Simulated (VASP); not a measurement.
Set up this calculation in VASP 6.6.1, as the native input.

- Task: relaxation of cell and atoms
- Functional: PBE
- Potentials or basis: VASP PAW PBE potentials, release 64 (C)
- Cutoff: 600 eV
- k mesh: 25 × 25 × 25
- Occupations: fermi-dirac, width 0.05 eV
- Spin: no spin polarisation
- Target pressure: 380 GPa
- Dipole correction: no
- Further INCAR settings: ALGO = Normal; EDIFF = 1e-07; IBRION = 2; EDIFFG = -0.005; NSW = 32; ISIF = 3

The structure of C lies in POSCAR:

```
C
1.0
    1.5157193181      0.0000000000      0.0000000000
    0.0000000000      1.5157193181      0.0000000000
    0.0000000000      0.0000000000      1.5157193181
C
1
Direct
    0.0000000000      0.0000000000      0.0000000000
```

One way to write it, as run:

INCAR

```
SYSTEM = C
PREC = Accurate
ENCUT = 600
EDIFF = 1E-7
ISMEAR = -1
SIGMA = 0.05
LREAL = .FALSE.
LASPH = .TRUE.
NELM = 80
ALGO = Normal
ISIF = 3
LWAVE = .FALSE.
LCHARG = .FALSE.
GGA = PE
IBRION = 2
NSW = 32
EDIFFG = -0.005
PSTRESS = 3800.0
```

KPOINTS

```
regular mesh
0
G
  25 25 25
  0 0 0
```

Potentials or basis: VASP PAW PBE potentials, release 64 (C).

Command:

```console
$ cat potpaw_PBE.64/C/POTCAR > POTCAR
$ mpirun -np 1 vasp_std > vasp.out
```

Results of the run:

```
Relaxed volume                                         : 3.48 Å³/atom
Relaxed cell                                           : a = 1.516 Å, b = 1.516 Å, c = 1.516 Å, α = 90.00°, β = 90.00°, γ = 90.00°
Space group after relaxing (to 0.05 Å)                 : Pm-3m (No. 221)
Energy change on relaxing (the enthalpy is what falls) : -5.9 meV/atom
Ionic steps                                            : 3
Pressure after relaxing                                : 380.0 GPa
Band gap on the k mesh                                 : zero (band 2 reaches 33.46 eV, above the bottom of band 3 at 17.94 eV)
```

Caveat: the cell is relaxed towards a set pressure, so the enthalpy falls and the energy may rise.

Run time: 7.4 s on 1 thread of Intel(R) Xeon(R) Platinum 8259CL CPU @ 2.50GHz (Skylake/Cascade Lake) (shared host), peak memory 0.11 GiB.
